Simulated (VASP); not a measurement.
# Hf (P6_3/mmc) in VASP: notebook

Runs on Hf. Level: PBEsol. Tasks: single point, relaxation of cell and atoms.

All numbers are computed with VASP 6.6.1; they aren't measurements. Logs are shortened: lines on timing, memory, paths and dates and some standing lists are left out, and cuts for length are marked.

**1. The cell of the first run**

It takes space group P6_3/mmc (No. 194, hexagonal). Conventional cell: a = 3.160 Å, b = 3.160 Å, c = 4.996 Å, α = 90.00°, β = 90.00°, γ = 120.00°. Within 4.1 Å of Hf (site symmetry -6m2) lie 12 Hf at 3.09 to 3.16 Å.

**2. Single point, PBEsol**

INCAR

```
SYSTEM = Hf
PREC = Accurate
ENCUT = 520
EDIFF = 1E-6
ISMEAR = 0
SIGMA = 0.1
LREAL = .False.
LASPH = .True.
NELM = 60
ALGO = Fast
ISIF = 2
LWAVE = .False.
LCHARG = .False.
GGA = PS
ISYM = 0
NBANDS = 17
```

KPOINTS

```
Automatic mesh
0
Gamma
  11 7 13
  0 0 0
```

POSCAR

```
Hf
1.0
    3.1602335644      0.0000000000      0.0000000000
    0.0000000000      4.9962246985      0.0000000000
    1.5801167822      0.0000000000      2.7368425486
Hf
2
Direct
    0.3333333333      0.2500000000      0.3333333333
    0.6666666667      0.7500000000      0.6666666667
```

Potentials or basis: VASP PAW PBE potentials, release 64 (Hf_pv).

The run is started by

```sh
cat potpaw_PBE.64/Hf_pv/POTCAR > POTCAR
mpirun -np 1 vasp_std > vasp.out
```

OUTCAR:

```text
SYSTEM = Hf
   PREC = Accurate
   ENCUT = 520
   EDIFF = 1E-6
   ISMEAR = 0
   LREAL = .False.
   LASPH = .True.
   NELM = 60
   ISIF = 2
   GGA = PS
   ISYM = 0

 ion  position               nearest neighbor table
   1  0.333  0.250  0.333-   2 3.09   2 3.09   2 3.09   2 3.09   2 3.09   2 3.09
   2  0.667  0.750  0.667-   1 3.09   1 3.09   1 3.09   1 3.09   1 3.09   1 3.09

IMPORTANT INFORMATION: All symmetrisations will be switched off!
NOSYMM: (Re-)initialisation of all symmetry stuff for point group C_1.

----------------------------------------------------------------------------------------

                                     Primitive cell

  volume of cell :      43.2127

  direct lattice vectors                    reciprocal lattice vectors
     3.160233564  0.000000000  0.000000000     0.316432308  0.000000000 -0.182692278
     0.000000000  4.996224698  0.000000000     0.000000000  0.200151126  0.000000000
     1.580116782  0.000000000  2.736842549     0.000000000  0.000000000  0.365384556

  length of vectors
     3.160233564  4.996224698  3.160233564     0.365384556  0.200151126  0.365384556

  position of ions in fractional coordinates (direct lattice)
     0.333333333  0.250000000  0.333333333
     0.666666667  0.750000000  0.666666667

  ion indices of the primitive-cell ions
   primitive index   ion index
                 1           1
                 2           2

----------------------------------------------------------------------------------------

 KPOINTS: Automatic mesh

Automatic generation of k-mesh.
 Grid dimensions read from file:
 generate k-points for:   11    7   13

 Generating k-lattice:

  Cartesian coordinates                     Fractional coordinates (reciprocal lattice)
     0.028766573  0.000000000 -0.016608389     0.090909091  0.000000000  0.000000000
     0.000000000  0.028593018  0.000000000     0.000000000  0.142857143  0.000000000
     0.000000000  0.000000000  0.028106504     0.000000000  0.000000000  0.076923077

  Length of vectors
     0.033216778  0.028593018  0.028106504

  Shift w.r.t. Gamma in fractional coordinates (k-lattice)
     0.000000000  0.000000000  0.000000000

 -----------------------------------------------------------------------------
|                                                                             |
|           W    W    AA    RRRRR   N    N  II  N    N   GGGG   !!!           |
|           W    W   A  A   R    R  NN   N  II  NN   N  G    G  !!!           |
|           W    W  A    A  R    R  N N  N  II  N N  N  G       !!!           |
|           W WW W  AAAAAA  RRRRR   N  N N  II  N  N N  G  GGG   !            |
|           WW  WW  A    A  R   R   N   NN  II  N   NN  G    G                |
|           W    W  A    A  R    R  N    N  II  N    N   GGGG   !!!           |
|                                                                             |
|     Your reciprocal lattice and k-lattice belong to different lattice       |
|     classes:                                                                |
|                                                                             |
|        The reciprocal lattice is hexagonal,                                 |
|        whereas your k-lattice is simple monoclinic.                         |
|                                                                             |
|     Results are often still useful ...                                      |
|                                                                             |
 -----------------------------------------------------------------------------

 WARNING: IBZKPT: internal override: KBLOWUP is changed to .FALSE.
      ... skipping the blow-up phase ...

 Subroutine IBZKPT returns following result:
 ===========================================

 Found    501 irreducible k-points:

 Following reciprocal coordinates:
            Coordinates               Weight
  0.000000  0.000000  0.000000      1.000000
  0.090909  0.000000 -0.000000      2.000000
  0.181818  0.000000 -0.000000      2.000000
  0.272727  0.000000 -0.000000      2.000000
  0.363636  0.000000 -0.000000      2.000000
  0.454545  0.000000 -0.000000      2.000000
[... 16 lines left out ...]
  0.454545  0.285714 -0.000000      2.000000
 -0.454545  0.285714  0.000000      2.000000
 [... further k-points ...]
   k-points           NKPTS =    501   k-points in BZ     NKDIM =    501   number of bands    NBANDS=     17
   number of dos      NEDOS =    301   number of ions     NIONS =      2
   total plane-waves  NPLWV =  23040
   dimension x,y,z NGX =    24 NGY =   40 NGZ =   24
   dimension x,y,z NGXF=    48 NGYF=   80 NGZF=   48
   ions per type =               2
   NGX,Y,Z   is equivalent  to a cutoff of  12.63, 13.31, 12.63 a.u.
   NGXF,Y,Z  is equivalent  to a cutoff of  25.25, 26.62, 25.25 a.u.
 SYSTEM =  Hf
   PREC   = accura    normal or accurate (medium, high low for compatibility)
   ISTART =      0    job   : 0-new  1-cont  2-samecut
   ICHARG =      2    charge: 1-file 2-atom 10-const
   ISPIN  =      1    spin polarized calculation?
   LNONCOLLINEAR =      F non collinear calculations
   LSORBIT =      F    spin-orbit coupling
   LASPH  =      T    aspherical Exc in radial PAW
   ENCUT  =  520.0 eV  38.22 Ry    6.18 a.u.   5.88  9.29  5.88*2*pi/ulx,y,z
   NELM   =     60;   NELMIN=  2; NELMDL= -5     # of ELM steps
   EDIFF  = 0.1E-05   stopping-criterion for ELM
   LREAL  =      F    real-space projection
   EDIFFG = 0.1E-04   stopping-criterion for IOM
   NSW    =      0    number of steps for IOM
   IBRION =     -1    ionic relax: 0-MD 1-quasi-New 2-CG
   NFREE  =      0    steps in history (QN), initial steepest desc. (CG)
   ISIF   =      2    stress and relaxation
   ISYM   =      0    0-nonsym 1-usesym 2-fastsym
   POTIM  = 0.5000    time-step for ionic-motion
   TEBEG  =    0.0;   TEEND  =   0.0 temperature during run
   PSTRESS=    0.0 pullay stress
   NELECT =      20.0000    total number of electrons
   NUPDOWN=      -1.0000    fix difference up-down
   EMIN   =  10.00;   EMAX   =-10.00  energy-range for DOS
   EFERMI =   0.00;   METHOD = LEGACY
   ISMEAR =     0;   SIGMA  =   0.10  broadening in eV -4-tet -1-fermi 0-gaus
   EFERMI_NEDOS =   21; number of points for ismear=-14 and -15
   IALGO  =     68    algorithm
   IMIX   =      4    mixing-type and parameters
     AMIX     =   0.40;   BMIX     =  1.00
     AMIX_MAG =   1.60;   BMIX_MAG =  1.00
  volume/ion in A,a.u.               =      21.61       145.81
  Fermi-wavevector in a.u.,A,eV,Ry     =   1.266333  2.393022 21.818285  1.603599
  Thomas-Fermi vector in A             =   2.399539
   LORBIT       =      0    0 simple, 1 ext, 2 COOP (PROOUT), +10 PAW based schemes
   GGA     = PS    functional components
   LHFCALC =     F    Hartree Fock is set to
   AEXX    =    0.0000 exact exchange contribution
   IVDW    =     0    specifies the selected vdW correction
   LEPSILON=     F    determine dielectric tensor
   LRPA    =     F    only Hartree local field effects (RPA)
 non-spin polarized calculation
 RMM-DIIS sequential band-by-band and
 Gauss-broadening in eV      SIGMA  =   0.10
  energy-cutoff  :      520.00
  volume of cell :       43.21
 maximum number of plane-waves:      1180
   NGX = 11   NGY = 19   NGZ = 11

 number of electron      19.9999996 magnetization

 Free energy of the ion-electron system (eV)
  ---------------------------------------------------
  ext. energy  EPLUGINS =         0.00000000
  ---------------------------------------------------
  free energy    TOTEN  =       -21.00931771 eV

  energy without entropy =      -21.00118780  energy(sigma->0) =      -21.00525275

 E-fermi :   5.0095     XC(G=0): -11.5515

 val. band max:        5.0072920878   @ k =   0.1818   0.4286   0.4615
 cond. band min:       5.0122688387   @ k =   0.0909   0.4286   0.1538
 fundamental gap:      0.0049767509
 Fermi energy:         5.0095282268

 k-point     1 :       0.0000    0.0000    0.0000
  band No.  band energies     occupation
      1     -26.0088      2.00000
      2     -25.1714      2.00000
      3     -25.1708      2.00000
      4     -25.0272      2.00000
      5     -25.0266      2.00000
      6     -25.0265      2.00000
[... 9 lines left out ...]
     16       7.6867      0.00000
     17      10.5154      0.00000

 k-point     2 :       0.0909    0.0000   -0.0000
  band No.  band energies     occupation
      1     -25.9847      2.00000
      2     -25.2223      2.00000
      3     -25.1887      2.00000
      4     -25.0809      2.00000
      5     -25.0376      2.00000
      6     -25.0340      2.00000
[... 9 lines left out ...]
     16       7.4436      0.00000
     17      10.7187      0.00000

 k-point     3 :       0.1818    0.0000   -0.0000
  band No.  band energies     occupation
      1     -25.9162      2.00000
      2     -25.3604      2.00000
      3     -25.2331      2.00000
      4     -25.2220      2.00000
      5     -25.0712      2.00000
      6     -25.0537      2.00000
[... 9 lines left out ...]
     16       7.9452      0.00000
     17      11.1043      0.00000

 k-point     4 :       0.2727    0.0000   -0.0000
  band No.  band energies     occupation
      1     -25.8148      2.00000
      2     -25.5410      2.00000
      3     -25.3970      2.00000
      4     -25.2886      2.00000
      5     -25.1268      2.00000
      6     -25.0816      2.00000
[... 9 lines left out ...]
     16       8.9898      0.00000
     17      11.4353      0.00000
[... 343 lines left out ...]
      1     -25.8372      2.00000
      2     -25.6903      2.00000
      3     -25.4337      2.00000
      4     -25.2952      2.00000
      5     -25.1885      2.00000
      6     -25.1525      2.00000
[... 9 lines left out ...]
     16      10.0986      0.00000
     17      11.1445      0.00000

 k-point    23 :       0.4545    0.2857   -0.0000
  band No.  band energies     occupation
      1     -25.8963      2.00000
      2     -25.7740      2.00000
      3     -25.4135      2.00000
      4     -25.3214      2.00000
      5     -25.2206      2.00000
      6     -25.1713      2.00000
[... 9 lines left out ...]
     16      11.0808      0.00000
     17      11.5134      0.00000

 k-point    24 :      -0.4545    0.2857    0.0000
  band No.  band energies     occupation
      1     -25.8963      2.00000
      2     -25.7740      2.00000
      3     -25.4135      2.00000
      4     -25.3214      2.00000
      5     -25.2206      2.00000
      6     -25.1713      2.00000
[... 9 lines left out ...]
     16      11.0812      0.00000
     17      11.5398      0.00000

 [... further k-points ...]

------------------------ aborting loop because EDIFF is reached ----------------------------------------

  FORCE on cell =-STRESS in cart. coord.  units (eV):
  Direction    XX          YY          ZZ          XY          YZ          ZX
  --------------------------------------------------------------------------------------
  -------------------------------------------------------------------------------------
  Total       -0.0524611     -0.0934105     -0.0988342     -0.0000039      0.0000049      0.0039566
  in kB       -1.9450787     -3.4633413     -3.6644340     -0.0001441      0.0001826      0.1466966
  external PRESSURE =      -3.0242847 kB  Pullay stress =       0.0000000 kB

 VOLUME and BASIS-vectors are now :
 -----------------------------------------------------------------------------
  energy-cutoff  :      520.00
  volume of cell :       43.21
      direct lattice vectors                 reciprocal lattice vectors
     3.160233564  0.000000000  0.000000000     0.316432308  0.000000000 -0.182692278
     0.000000000  4.996224698  0.000000000     0.000000000  0.200151126  0.000000000
     1.580116782  0.000000000  2.736842549     0.000000000  0.000000000  0.365384556

 POSITION                                       TOTAL-FORCE (eV/Angst)
 -----------------------------------------------------------------------------------
      1.58012      1.24906      0.91228         0.004938     -0.000007      0.006587
      3.16023      3.74717      1.82456        -0.004938      0.000007     -0.006587
 -----------------------------------------------------------------------------------
    total drift:                                0.000003      0.000000     -0.000001

  FREE ENERGIE OF THE ION-ELECTRON SYSTEM (eV)
  ---------------------------------------------------
  free  energy   TOTEN  =       -21.0093177072 eV

  energy  without entropy=      -21.0011877978  energy(sigma->0) =      -21.00525275
```

Run time: 5.7 min. Hardware: 1 thread of Intel Xeon Platinum 8259CL at 2.50GHz (Skylake/Cascade Lake), shared host; peak memory 0.4 GiB.

Results:

| Property | Result |
| --- | --- |
| Free energy | -21.0093 eV |
| Pressure | -0.3 GPa |
| Largest force | 0.008 eV/Å |
| Band gap on the k mesh | zero (bands 10 and 11 overlap by 1.55 eV) |

Forces on the atoms (eV/Å):
```
Hf   0.005  0.000  0.007
Hf  -0.005  0.000 -0.007
```

Caveat: the PAW data sets were made with another functional, which shifts forces and pressure a little; spin-orbit coupling is left out, which moves the levels of the heavy elements.

**3. Relaxation of cell and atoms, PBEsol**

This run uses another cell than the first one, of 22.45 Å³/atom.

INCAR

```
  PREC = Accurate
  ENCUT = 600
  EDIFF = 1E-6
  ISMEAR = 0
  SIGMA = 0.1
  LREAL = F
  LASPH = T
  NELM = 100
  ALGO = Normal
  ISIF = 3
  LWAVE = F
  LCHARG = F
  GGA = PS
  IBRION = 2
  NSW = 100
  EDIFFG = -0.005
```

KPOINTS

```
Automatic mesh
0
Gamma
  15 15 8
```

POSCAR

```
Hf
1.0
    3.2000007099      0.0000000000      0.0000000000
   -1.6000003549      2.7712819069      0.0000000000
    0.0000000000      0.0000000000      5.0624011231
Hf
2
Direct
    0.3333333333      0.6666666667      0.7500000000
    0.6666666667      0.3333333333      0.2500000000
```

Potentials or basis: VASP PAW PBE potentials, release 64 (Hf_pv).

The run is started by

```sh
cat potpaw_PBE.64/Hf_pv/POTCAR > POTCAR
mpirun -np 1 vasp_std > vasp.out
```

OUTCAR:

```text
PREC = Accurate
   ENCUT = 600
   EDIFF = 1E-6
   ISMEAR = 0
   LREAL = F
   LASPH = T
   NELM = 100
   ISIF = 3
   GGA = PS
   IBRION = 2
   NSW = 100
   EDIFFG = -0.005

 ion  position               nearest neighbor table
   1  0.333  0.667  0.750-   2 3.13   2 3.13   2 3.13   2 3.13   2 3.13   2 3.13
   2  0.667  0.333  0.250-   1 3.13   1 3.13   1 3.13   1 3.13   1 3.13   1 3.13

  LATTYP: Found a hexagonal cell.
 ALAT       =     3.2000007099
 C/A-ratio  =     1.5820000000

  Lattice vectors:

 A1 = (   3.2000007099,   0.0000000000,   0.0000000000)
 A2 = (  -1.6000003549,   2.7712819069,   0.0000000000)
 A3 = (   0.0000000000,   0.0000000000,   5.0624011231)

Analysis of symmetry for initial positions (statically):
[... 450 lines left out ...]
      3     -25.1352      2.00000
      4     -24.9926      2.00000
      5     -24.9891      2.00000
      6     -24.9891      2.00000
      7      -2.4927      2.00000
      8       1.1913      2.00000
      9       5.8439      0.00000
     10       6.1975      0.00000
     11       6.1975      0.00000
     12       6.5025      0.00000
     13       7.0641      0.00000
     14       7.0641      0.00000
[... 377 lines left out ...]
      1     -25.7208      2.00000
      2     -25.5556      2.00000
      3     -25.4998      2.00000
      4     -25.4507      2.00000
      5     -25.3000      2.00000
      6     -25.2374      2.00000
      7       2.4120      2.00000
      8       2.7365      2.00000
      9       2.9731      2.00000
     10       3.8302      2.00000
     11       5.3982      0.00000
     12       5.7031      0.00000
     13       6.9505      0.00000
     14      10.3003      0.00000

 [... further k-points ...]

------------------------ aborting loop because EDIFF is reached ----------------------------------------

  FORCE on cell =-STRESS in cart. coord.  units (eV):
  Direction    XX          YY          ZZ          XY          YZ          ZX
  --------------------------------------------------------------------------------------
  -------------------------------------------------------------------------------------
  Total        0.0085398      0.0085398     -0.0098881      0.0000000     -0.0000000     -0.0000000
  in kB        0.3176791      0.3176791     -0.3678358      0.0000000     -0.0000000     -0.0000000
  external PRESSURE =       0.0891741 kB  Pullay stress =       0.0000000 kB
[... 17 lines left out ...]
  FREE ENERGIE OF THE ION-ELECTRON SYSTEM (eV)
  ---------------------------------------------------
  free  energy   TOTEN  =       -21.0108462974 eV

  energy  without entropy=      -21.0034260756  energy(sigma->0) =      -21.00713619

 reached required accuracy - stopping structural energy minimisation
```

Wall time 5.2 min (1 thread of Intel Xeon Platinum 8259CL at 2.50GHz (Skylake/Cascade Lake), shared host); peak memory 0.25 GiB.

What came out:

```yaml
Free_energy: -21.0108 eV
Relaxed_volume: 21.53 Å³/atom
Relaxed_cell: a = 3.157 Å, b = 3.157 Å, c = 4.989 Å, α = 90.00°, β = 90.00°, γ = 120.00°
Space_group_after_relaxing_to_0.1_Å: P6_3/mmc (No. 194)
Energy_gained_by_relaxing: 13.0 meV/atom
Ionic_steps: 8
Pressure_after_relaxing: 0.0 GPa
Band_gap_on_the_k_mesh: zero (bands 10 and 11 overlap by 1.61 eV)
```

Step by step:
| step | energy change (eV) | largest force (eV/Å) | pressure (GPa) | volume (Å³) |
| --- | --- | --- | --- | --- |
| 1 | 0.0000 | 0.0000 | -4.41 | 44.89 |
| 2 | 0.0129 | 0.0000 | 6.21 | 41.00 |
| 3 | -0.0259 | 0.0000 | -0.04 | 43.09 |
| 4 | -0.0259 | 0.0000 | 0.05 | 43.06 |
| 5 | -0.0259 | 0.0000 | -0.04 | 43.09 |
| 6 | -0.0259 | 0.0000 | -0.02 | 43.08 |
| 7 | -0.0259 | 0.0000 | -0.03 | 43.08 |
| 8 | -0.0259 | 0.0000 | 0.01 | 43.07 |

Final structure:
```
CELL_PARAMETERS angstrom
3.15718 0.00000 0.00000
-1.57859 2.73420 0.00000
0.00000 0.00000 4.98930
ATOMIC_POSITIONS crystal
Hf 0.33333 0.66667 0.75000
Hf 0.66667 0.33333 0.25000
```

Caveat: the PAW data sets were made with another functional, which shifts forces and pressure a little; spin-orbit coupling is left out, which moves the levels of the heavy elements.
